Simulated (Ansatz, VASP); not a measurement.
**Two plane-wave programs on Ti**

```xyz
2
Lattice="3.0009 0.0000 0.0000 -1.5005 2.5989 0.0000 0.0000 0.0000 4.7519" Properties=species:S:1:pos:R:3 pbc="T T T"
Ti    0.0000    1.7326    1.1880
Ti    1.5005    0.8663    3.5639
```

Alike in both runs: task single point; functional BLYP; k mesh 20 × 20 × 11; occupations fermi-dirac, width 0.1 eV; no spin polarisation.

|  | VASP | Ansatz |
| --- | --- | --- |
| version | VASP 6.6.1 | Ansatz 0.2.0 |
| potentials or method | VASP PAW PBE potentials, release 64 (Ti_sv), cutoff 520 eV | plane waves (420 eV) with PAW, scalar-relativistic |
| valence electrons in the cell | 24 | 24 |

Ansatz gave:

| Item | Value |
| --- | --- |
| pressure (GPa) | -3.8 |
| traceless stress, the component that is largest in VASP (GPa) | -0.11 |

Problem. What did VASP give for the same quantities?

Solution. Pressure (GPa): -3.8; traceless stress, the component that is largest in VASP (GPa): -0.10.

VASP's potentials were made for PBE, not for BLYP. With one functional, cell and mesh, what is left measures potentials, basis and numerics.
